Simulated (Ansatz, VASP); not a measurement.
# One calculation of C, two programs

```
C
1.0
     0.00000    1.74214    1.74214
     1.74214    0.00000    1.74214
     1.74214    1.74214    0.00000
C
2
Cartesian
  0.0000 0.0000 0.0000
  0.8711 0.8711 0.8711
```

Alike in both runs: task single point; functional PBE; dispersion D3(BJ); k mesh 12 × 12 × 12; occupations gaussian, width 0.02 eV; no spin polarisation.

```csv
,VASP,Ansatz
version,VASP 6.6.1,Ansatz 0.2.0
potentials or method,"VASP PAW PBE potentials, release 64 (C), cutoff 600 eV","scalar-relativistic, plane waves, PAW"
valence electrons in the cell,8,8
```

```csv
,VASP,Ansatz,Ansatz less VASP
gap on the k mesh at the Fermi level (eV),4.32,4.32,+0.008
least direct gap on the mesh (eV),5.78,5.79,+0.006
```
